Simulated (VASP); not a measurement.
**NaCl: single point with PBEsol**

Crystal: NaCl.

```
Na Cl
1.0
     0.00000    3.08727    3.08727
     3.08727    0.00000    3.08727
     3.08727    3.08727    0.00000
Na Cl
1 1
Direct
  0.00000 0.00000 0.00000
  0.25000 0.25000 0.25000
```

| Item | Value |
| --- | --- |
| Program | VASP 6.6.1 |
| Task | single point |
| Functional | PBEsol |
| Potentials or basis | VASP PAW PBE potentials, release 64 (Na_pv, Cl) |
| Cutoff | 520 eV |
| k mesh | 6 × 6 × 6 |
| Occupations | gaussian, width 0.01 eV |
| Spin | no spin polarisation |

```json
{
  "Pressure": "0.1 GPa",
  "Band gap on the k mesh": "4.84 eV"
}
```

Levels at points of the mesh, in eV from the valence-band top:
```
           k point  band 5  band 6  band 7  band 8  band 9  band 10
(0.00, 0.00, 0.00)    0.00    0.00    0.00    4.84   11.15    11.15
(0.50, 0.00, 0.00)   -1.08   -0.09   -0.09    7.49    8.82    10.59
(0.50, 0.50, 0.00)   -0.98   -0.31   -0.31    6.93    8.98    10.56
```

Wall time 18 s on 1 thread of Oxide Virtual Turin-like Processor, on a shared host, peak memory 0.13 GiB.

Caveat: the structure was generated, so it needn't be the stable form of NaCl; the PAW data sets were made with another functional, which shifts forces and pressure a little.
